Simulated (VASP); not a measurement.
Runs of VASP 6.6.1 on Cd. The structure is that of space group P6_3/mmc (No. 194), or close to it. The cells are those of the table. 

```tsv
cell	gap on the mesh (eV)	pressure (GPa)
a = 2.942, b = 2.942, c = 5.656 Å, angles 90.0, 90.0, 120.0°, 2 atoms	none	2.4
a = 2.903, b = 2.903, c = 5.221 Å, angles 90.0, 90.0, 120.0°, 2 atoms	none	10.7
a = 2.924, b = 2.924, c = 5.307 Å, angles 90.0, 90.0, 120.0°, 2 atoms	none	(b)
a = 2.932, b = 2.932, c = 5.507 Å, angles 90.0, 90.0, 120.0°, 2 atoms	none	(a)
a = 2.913, b = 2.913, c = 4.932 Å, angles 90.0, 90.0, 120.0°, 2 atoms	none	15.9
```

Alike in all rows: task single point; level r2SCAN; potentials or basis VASP PAW PBE potentials, release 64 (Cd); no spin polarisation; k mesh 18 × 18 × 8; cutoff (eV) 520; smearing fermi-dirac 0.05 eV.

Task: Estimate the missing entries.

Result: (a) 4.5; (b) 7.6.

Caveats: the PAW data sets were made with another functional, which shifts forces and pressure a little; the cell stands under pressure (at least some runs).

A k mesh can miss the band edges, and the runs leave out spin-orbit coupling on Cd.

A gap of «none» marks levels without a gap at the run's occupations.
